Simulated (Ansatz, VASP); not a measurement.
## Two plane-wave programs on Ag3Sb2

```
Ag Sb
1.0
     5.15866    0.00000    0.00000
    -2.57933    4.46753    0.00000
     0.00000    0.00000    5.62161
Ag Sb
3 2
Direct
  0.33333 0.66667 0.00000
  0.66667 0.33333 0.00000
  0.00000 0.00000 0.00000
  0.33333 0.66667 0.50000
  0.66667 0.33333 0.50000
```

Alike in both runs: functional PBE; k mesh 4 × 4 × 3; occupations gaussian, width 0.2 eV; no spin polarisation.

Ansatz relaxed the structure, and its values are those at the end. VASP's run is a single point on that final structure, the one shown.

|  | VASP | Ansatz |
| --- | --- | --- |
| version | VASP 6.6.1 | Ansatz 0.2.0 |
| potentials or method | VASP PAW PBE potentials, release 64 (Ag, Sb), cutoff 500 eV | scalar-relativistic, plane waves, PAW |
| valence electrons in the cell | 43 | 87 |

|  | VASP | Ansatz | Ansatz less VASP |
| --- | --- | --- | --- |
| gap on the k mesh at the Fermi level (eV) | none | none | - |
| pressure (GPa) | -0.1 | -0.1 | +0.02 |

A gap of «none» marks a metal or a gap that the smearing closes. VASP's potentials hold 43 valence electrons a cell and Ansatz's 87, so a difference there can come from the potentials and not from the codes.

The k mesh is coarse, so the values compare programs but aren't converged. Spin-orbit coupling is off throughout.
